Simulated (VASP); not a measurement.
# NaZr2 (C15 type) (Fd-3m) in VASP: further runs

The runs below take NaZr2 (C15 type) through electric field gradients, density of states, with PBE.

Program: VASP 6.6.1. These are calculated values, not measurements. Logs are shortened: lines on timing, memory, paths and dates and some standing lists are left out, and cuts for length are marked.

## 1. The cell of the first run

It takes space group Fd-3m (No. 227, cubic). The conventional cell has a = 8.590 Å, b = 8.590 Å, c = 8.590 Å, α = 90.00°, β = 90.00°, γ = 90.00°. Na (site symmetry -43m) has 12 Zr at 3.56 Å and 4 Na at 3.72 Å within 4.7 Å. Within 4.0 Å of Zr (site symmetry -3m) lie 6 Zr at 3.04 Å and 6 Na at 3.56 Å.

## 2. Electric field gradients, PBE

The input, INCAR:

```
ALGO = Normal
EDIFF = 1E-8
ENCUT = 520
GGA = PE
ISIF = 2
ISMEAR = -1
LASPH = T
LCHARG = F
LEFG = T
LREAL = F
LWAVE = F
NBANDS = 40
NELM = 80
PREC = Accurate
SIGMA = 0.05
```

The input, KPOINTS:

```
k-points
0
Gamma
  7 7 7
```

The input, POSCAR:

```
NaZr2
1.0
    0.0000000000      4.2947616489      4.2947616489
    4.2947616489      0.0000000000      4.2947616489
    4.2947616489      4.2947616489      0.0000000000
Na Zr
2 4
Direct
    0.1250000000      0.1250000000      0.1250000000
   -0.1250000000     -0.1250000000     -0.1250000000
    0.5000000000      0.5000000000      0.5000000000
    0.5000000000      0.5000000000      0.0000000000
    0.5000000000      0.0000000000      0.5000000000
    0.0000000000      0.5000000000      0.5000000000
```

Potentials or basis: VASP PAW PBE potentials, release 64 (Na_pv, Zr_sv).

Started as:

```
cat potpaw_PBE.64/Na_pv/POTCAR potpaw_PBE.64/Zr_sv/POTCAR > POTCAR
mpirun -np 1 vasp_std > vasp.out
```

OUTCAR:

```text
EDIFF = 1E-8
   ENCUT = 520
   GGA = PE
   ISIF = 2
   ISMEAR = -1
   LASPH = T
   LREAL = F
   NELM = 80
   PREC = Accurate

 ion  position               nearest neighbor table
   1  0.125  0.125  0.125-
   2  0.875  0.875  0.875-
   3  0.500  0.500  0.500-   4 3.04   5 3.04   6 3.04   4 3.04   5 3.04   6 3.04
   4  0.500  0.500  0.000-   3 3.04   3 3.04   5 3.04   6 3.04   5 3.04   6 3.04
   5  0.500  0.000  0.500-   3 3.04   4 3.04   3 3.04   4 3.04   6 3.04   6 3.04
   6  0.000  0.500  0.500-   3 3.04   4 3.04   5 3.04   3 3.04   4 3.04   5 3.04

  LATTYP: Found a face centered cubic cell.
 ALAT       =     8.5895232978

  Lattice vectors:

 A1 = (   0.0000000000,   4.2947616489,   4.2947616489)
 A2 = (   4.2947616489,   0.0000000000,   4.2947616489)
 A3 = (   4.2947616489,   4.2947616489,   0.0000000000)

Analysis of symmetry for initial positions (statically):
=====================================================================
 Subroutine PRICEL returns:
 Original cell was already a primitive cell.

 Routine SETGRP: Setting up the symmetry group for a
 face centered cubic supercell.

 Subroutine GETGRP returns: Found 48 space group operations
 (whereof 12 operations were pure point group operations)
 out of a pool of 48 trial point group operations.

The static configuration has the point symmetry D_3d.
 The point group associated with its full space group is O_h .

Analysis of symmetry for dynamics (positions and initial velocities):
=====================================================================
 Subroutine PRICEL returns:
 Original cell was already a primitive cell.

 Routine SETGRP: Setting up the symmetry group for a
 face centered cubic supercell.

 Subroutine GETGRP returns: Found 48 space group operations
 (whereof 12 operations were pure point group operations)
 out of a pool of 48 trial point group operations.

The dynamic configuration has the point symmetry D_3d.
 The point group associated with its full space group is O_h .

 Subroutine INISYM returns: Found 48 space group operations
 (whereof 12 operations are pure point group operations),
 and found     1 'primitive' translations

----------------------------------------------------------------------------------------

                                     Primitive cell

  volume of cell :     158.4336

  direct lattice vectors                    reciprocal lattice vectors
     0.000000000  4.294761649  4.294761649    -0.116420896  0.116420896  0.116420896
     4.294761649  0.000000000  4.294761649     0.116420896 -0.116420896  0.116420896
     4.294761649  4.294761649  0.000000000     0.116420896  0.116420896 -0.116420896

  length of vectors
     6.073710171  6.073710171  6.073710171     0.201646907  0.201646907  0.201646907

  position of ions in fractional coordinates (direct lattice)
     0.125000000  0.125000000  0.125000000
     0.875000000  0.875000000  0.875000000
     0.500000000  0.500000000  0.500000000
     0.500000000  0.500000000  0.000000000
     0.500000000  0.000000000  0.500000000
     0.000000000  0.500000000  0.500000000

  ion indices of the primitive-cell ions
   primitive index   ion index
                 1           1
                 2           2
                 3           3
                 4           4
                 5           5
                 6           6

----------------------------------------------------------------------------------------

 KPOINTS: k-points

Automatic generation of k-mesh.
 Grid dimensions read from file:
 generate k-points for:    7    7    7

 Generating k-lattice:

  Cartesian coordinates                     Fractional coordinates (reciprocal lattice)
    -0.016631557  0.016631557  0.016631557     0.142857143  0.000000000  0.000000000
     0.016631557 -0.016631557  0.016631557     0.000000000  0.142857143  0.000000000
     0.016631557  0.016631557 -0.016631557     0.000000000  0.000000000  0.142857143

  Length of vectors
     0.028806701  0.028806701  0.028806701

  Shift w.r.t. Gamma in fractional coordinates (k-lattice)
     0.000000000  0.000000000  0.000000000

 Subroutine IBZKPT returns following result:
 ===========================================

 Found     20 irreducible k-points:

 Following reciprocal coordinates:
            Coordinates               Weight
  0.000000  0.000000  0.000000      1.000000
  0.142857  0.000000  0.000000      8.000000
  0.285714  0.000000  0.000000      8.000000
  0.428571  0.000000  0.000000      8.000000
  0.142857  0.142857  0.000000      6.000000
  0.285714  0.142857  0.000000     24.000000
[... 12 lines left out ...]
 -0.428571  0.428571  0.142857     24.000000
 -0.285714  0.428571  0.142857     24.000000
   k-points           NKPTS =     20   k-points in BZ     NKDIM =     20   number of bands    NBANDS=     40
   number of dos      NEDOS =    301   number of ions     NIONS =      6
   total plane-waves  NPLWV = 110592
   dimension x,y,z NGX =    48 NGY =   48 NGZ =   48
   dimension x,y,z NGXF=    96 NGYF=   96 NGZF=   96
   ions per type =               2   4
   NGX,Y,Z   is equivalent  to a cutoff of  13.14, 13.14, 13.14 a.u.
   NGXF,Y,Z  is equivalent  to a cutoff of  26.28, 26.28, 26.28 a.u.
 SYSTEM =  unknown system
   PREC   = accura    normal or accurate (medium, high low for compatibility)
   ISTART =      0    job   : 0-new  1-cont  2-samecut
   ICHARG =      2    charge: 1-file 2-atom 10-const
   ISPIN  =      1    spin polarized calculation?
   LNONCOLLINEAR =      F non collinear calculations
   LSORBIT =      F    spin-orbit coupling
   LASPH  =      T    aspherical Exc in radial PAW
   ENCUT  =  520.0 eV  38.22 Ry    6.18 a.u.  11.29 11.29 11.29*2*pi/ulx,y,z
   NELM   =     80;   NELMIN=  2; NELMDL= -5     # of ELM steps
   EDIFF  = 0.1E-07   stopping-criterion for ELM
   LREAL  =      F    real-space projection
   EDIFFG = 0.1E-06   stopping-criterion for IOM
   NSW    =      0    number of steps for IOM
   IBRION =     -1    ionic relax: 0-MD 1-quasi-New 2-CG
   NFREE  =      0    steps in history (QN), initial steepest desc. (CG)
   ISIF   =      2    stress and relaxation
   ISYM   =      2    0-nonsym 1-usesym 2-fastsym
   POTIM  = 0.5000    time-step for ionic-motion
   TEBEG  =    0.0;   TEEND  =   0.0 temperature during run
   PSTRESS=    0.0 pullay stress
   NELECT =      62.0000    total number of electrons
   NUPDOWN=      -1.0000    fix difference up-down
   EMIN   =  10.00;   EMAX   =-10.00  energy-range for DOS
   EFERMI =   0.00;   METHOD = LEGACY
   ISMEAR =    -1;   SIGMA  =   0.05  broadening in eV -4-tet -1-fermi 0-gaus
   EFERMI_NEDOS =   21; number of points for ismear=-14 and -15
   IALGO  =     38    algorithm
   IMIX   =      4    mixing-type and parameters
     AMIX     =   0.40;   BMIX     =  1.00
     AMIX_MAG =   1.60;   BMIX_MAG =  1.00
  volume/ion in A,a.u.               =      26.41       178.19
  Fermi-wavevector in a.u.,A,eV,Ry     =   1.197447  2.262847 19.509115  1.433880
  Thomas-Fermi vector in A             =   2.333362
   LORBIT       =      0    0 simple, 1 ext, 2 COOP (PROOUT), +10 PAW based schemes
   GGA     = PE    functional components
   LHFCALC =     F    Hartree Fock is set to
   AEXX    =    0.0000 exact exchange contribution
   IVDW    =     0    specifies the selected vdW correction
   LEPSILON=     F    determine dielectric tensor
   LRPA    =     F    only Hartree local field effects (RPA)
 non-spin polarized calculation
  energy-cutoff  :      520.00
  volume of cell :      158.43
 maximum number of plane-waves:      4294
 NGX is ok and might be reduce to    48
   NGX = 23   NGY = 23   NGZ = 23

 number of electron      61.9999991 magnetization

 Free energy of the ion-electron system (eV)
  ---------------------------------------------------
  ext. energy  EPLUGINS =         0.00000000
  ---------------------------------------------------
  free energy    TOTEN  =       -32.65112571 eV

  energy without entropy =      -32.58005907  energy(sigma->0) =      -32.61559239

 E-fermi :   5.0377     XC(G=0):  -9.4507

 val. band max:        5.0361221034   @ k =  -0.2857   0.1429   0.0000
 cond. band min:       5.0430534092   @ k =  -0.4286   0.2857   0.1429
 fundamental gap:      0.0069313058
 Fermi energy:         5.0377022619

 k-point     1 :       0.0000    0.0000    0.0000
  band No.  band energies     occupation
      1     -43.6579      2.00000
      2     -43.4844      2.00000
      3     -43.4844      2.00000
      4     -43.4844      2.00000
      5     -22.3928      2.00000
      6     -21.9336      2.00000
[... 32 lines left out ...]
     39       8.3427      0.00000
     40       8.3710      0.00000

 k-point     2 :       0.1429    0.0000    0.0000
  band No.  band energies     occupation
      1     -43.6516      2.00000
      2     -43.4909      2.00000
      3     -43.4845      2.00000
      4     -43.4845      2.00000
      5     -22.3549      2.00000
      6     -21.9219      2.00000
[... 32 lines left out ...]
     39       8.2718      0.00000
     40       8.3971      0.00000

 k-point     3 :       0.2857    0.0000    0.0000
  band No.  band energies     occupation
      1     -43.6354      2.00000
      2     -43.5078      2.00000
      3     -43.4845      2.00000
      4     -43.4845      2.00000
      5     -22.2657      2.00000
      6     -21.8842      2.00000
[... 681 lines left out ...]
  band No.  band energies     occupation
      1     -43.5894      2.00000
      2     -43.5546      2.00000
      3     -43.4846      2.00000
      4     -43.4846      2.00000
      5     -22.0197      2.00000
      6     -21.9240      2.00000
[... 32 lines left out ...]
     39       6.8689      0.00000
     40       7.0185      0.00000

 k-point    20 :      -0.2857    0.4286    0.1429
  band No.  band energies     occupation
      1     -43.5840      2.00000
      2     -43.5600      2.00000
      3     -43.4846      2.00000
      4     -43.4846      2.00000
      5     -22.0036      2.00000
      6     -21.8784      2.00000
[... 32 lines left out ...]
     39       7.0469      0.00000
     40       7.2911      0.00000

------------------------ aborting loop because EDIFF is reached ----------------------------------------

  FORCE on cell =-STRESS in cart. coord.  units (eV):
  Direction    XX          YY          ZZ          XY          YZ          ZX
  --------------------------------------------------------------------------------------
  -------------------------------------------------------------------------------------
  Total        0.0071548      0.0071548      0.0071548      0.0000000     -0.0000000      0.0000000
  in kB        0.0723539      0.0723539      0.0723539      0.0000000     -0.0000000      0.0000000
  external PRESSURE =       0.0723539 kB  Pullay stress =       0.0000000 kB

 VOLUME and BASIS-vectors are now :
 -----------------------------------------------------------------------------
  energy-cutoff  :      520.00
  volume of cell :      158.43
      direct lattice vectors                 reciprocal lattice vectors
     0.000000000  4.294761649  4.294761649    -0.116420896  0.116420896  0.116420896
     4.294761649  0.000000000  4.294761649     0.116420896 -0.116420896  0.116420896
     4.294761649  4.294761649  0.000000000     0.116420896  0.116420896 -0.116420896

 POSITION                                       TOTAL-FORCE (eV/Angst)
 -----------------------------------------------------------------------------------
      1.07369      1.07369      1.07369         0.000000     -0.000000     -0.000000
      7.51583      7.51583      7.51583        -0.000000      0.000000      0.000000
      4.29476      4.29476      4.29476        -0.000000     -0.000000      0.000000
      2.14738      2.14738      4.29476        -0.000000     -0.000000      0.000000
      2.14738      4.29476      2.14738        -0.000000     -0.000000      0.000000
      4.29476      2.14738      2.14738        -0.000000     -0.000000      0.000000
 -----------------------------------------------------------------------------------
    total drift:                               -0.000000     -0.000000     -0.000000

  FREE ENERGIE OF THE ION-ELECTRON SYSTEM (eV)
  ---------------------------------------------------
  free  energy   TOTEN  =       -32.6511257088 eV

  energy  without entropy=      -32.5800590666  energy(sigma->0) =      -32.61559239

 Electric field gradients (V/A^2)
---------------------------------------------------------------------
 ion       V_xx      V_yy      V_zz      V_xy      V_xz      V_yz
---------------------------------------------------------------------
   1       0.000     0.000     0.000     0.004     0.004     0.004
   2      -0.000     0.000     0.000     0.004     0.004     0.004
   3      -0.000     0.000    -0.000    -8.969    -8.969    -8.969
   4       0.000     0.000    -0.000    -8.969     8.969     8.969
   5       0.000    -0.000     0.000     8.969    -8.969     8.969
   6      -0.000     0.000     0.000     8.969     8.969    -8.969
---------------------------------------------------------------------

 Electric field gradients after diagonalization (V/A^2)
 (convention: |V_zz| > |V_xx| > |V_yy|)
----------------------------------------------------------------------
 ion       V_xx      V_yy      V_zz     asymmetry (V_yy - V_xx)/ V_zz
----------------------------------------------------------------------
   1      -0.004    -0.004     0.008       0.000
   2      -0.004    -0.004     0.008       0.000
   3       8.969     8.969   -17.939       0.000
   4       8.970     8.969   -17.939       0.000
   5       8.970     8.969   -17.939       0.000
   6       8.970     8.969   -17.939       0.000
----------------------------------------------------------------------

           NMR quadrupolar parameters

 Cq : quadrupolar parameter    Cq=e*Q*V_zz/h
 eta: asymmetry parameters     (V_yy - V_xx)/ V_zz
 Q  : nuclear electric quadrupole moment in mb (millibarn)
----------------------------------------------------------------------
 ion       Cq(MHz)       eta       Q (mb)
----------------------------------------------------------------------
   1       0.000       0.000       1.000
   2       0.000       0.000       1.000
   3      -0.043       0.000       1.000
   4      -0.043       0.000       1.000
   5      -0.043       0.000       1.000
   6      -0.043       0.000       1.000
----------------------------------------------------------------------
```

It took 80 s on 1 thread of Intel Xeon 6975P-C (Granite Rapids), shared host; peak memory 0.36 GiB.

Results:

```
Free energy            : -32.6511 eV
Pressure               : 0.0 GPa
Band gap on the k mesh : zero (band 31 reaches 5.29 eV, above the bottom of band 32 at 4.69 eV)
```

Electric field gradients, principal values (V/Å²):
```
atom   least  middle  greatest (by size)
1 Na  -0.004  -0.004               0.008
2 Na  -0.004  -0.004               0.008
3 Zr   8.969   8.969             -17.939
4 Zr   8.969   8.970             -17.939
5 Zr   8.969   8.970             -17.939
6 Zr   8.969   8.970             -17.939
```

Caveat: without QUAD_EFG the Cq values of the log hold for a quadrupole moment of 1 mb, not for the nuclei.

## 3. Density of states, PBE

POSCAR is that of step 2.

The input, INCAR.step1:

```
PREC = Accurate
ENCUT = 520
EDIFF = 1E-6
ISMEAR = -1
SIGMA = 0.05
LREAL = F
LASPH = T
NELM = 80
ALGO = Normal
ISIF = 2
LWAVE = F
LCHARG = T
LMAXMIX = 4
GGA = PE
NBANDS = 40
```

The input, KPOINTS.step1:

```
Automatic mesh
0
Gamma
  7 7 7
```

The input, INCAR.step2:

```
PREC = Accurate
ENCUT = 520
EDIFF = 1E-6
ISMEAR = -5
SIGMA = 0.05
LREAL = F
LASPH = T
NELM = 80
ALGO = Normal
ISIF = 2
LWAVE = F
LCHARG = F
LMAXMIX = 4
GGA = PE
LORBIT = 11
NEDOS = 2001
ICHARG = 11
```

The input, KPOINTS.step2:

```
Automatic mesh
0
Gamma
  11 11 11
```

Potentials or basis: VASP PAW PBE potentials, release 64 (Na_pv, Zr_sv).

Started as:

```
cat potpaw_PBE.64/Na_pv/POTCAR potpaw_PBE.64/Zr_sv/POTCAR > POTCAR
cp INCAR.step1 INCAR
cp KPOINTS.step1 KPOINTS
mpirun -np 1 vasp_std > vasp.out
cp INCAR.step2 INCAR
cp KPOINTS.step2 KPOINTS
mpirun -np 1 vasp_std > vasp.out
```

Run time: 3.2 min. Hardware: 1 thread of Intel Xeon 6975P-C (Granite Rapids), shared host; peak memory 0.46 GiB.

Results (log left out):

| Quantity | Value |
| --- | --- |
| Valence electrons inside the program's atomic spheres | Na 6.09; Zr 9.90 |

Levels at points of the mesh, in eV from the Fermi level:
| k point | band 28 | band 29 | band 30 | band 31 | band 32 | band 33 | band 34 | band 35 |
| --- | --- | --- | --- | --- | --- | --- | --- | --- |
| (0.00, 0.00, 0.00) | -0.95 | -0.95 | -0.95 | -0.33 | -0.33 | 2.18 | 2.18 | 2.18 |

Caveat: tetrahedron occupations give inexact forces and stress in metals.
